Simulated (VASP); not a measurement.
The system is Mn.

```
Mn
1.0
     2.45150    0.00000    0.00000
    -1.22575    2.12306    0.00000
     0.00000    0.00000    2.10251
Mn
1
Direct
  0.00000 0.00000 0.00000
```

Base run:

| Quantity | Value |
| --- | --- |
| Program | VASP 6.6.1 |
| Functional | PBEsol |
| Potentials or basis | VASP PAW PBE potentials, release 64 (Mn_pv) |
| Cutoff | 520 eV |
| k mesh | 27 × 27 × 26 |
| Occupations | gaussian, width 0.1 eV |
| Spin | no spin polarisation |

Its results: pressure 0.5 GPa.

The run is repeated on the same cell with these changes: potentials or basis from VASP PAW PBE potentials, release 64 (Mn_pv) to VASP PAW PBE potentials, release 64 (Mn_sv); cutoff from 520 eV to 600 eV; further incar settings from ALGO = Normal; EDIFF = 1e-07; NBANDS = 12 to ALGO = Normal; EDIFF = 1e-06; NBANDS = 14; valence electrons from 13 to 15. What comes out?

Pressure -3.0 GPa.

Caveats: the PAW data sets were made with another functional, which shifts forces and pressure a little; the run has no spin polarisation, though such a crystal can be magnetic.
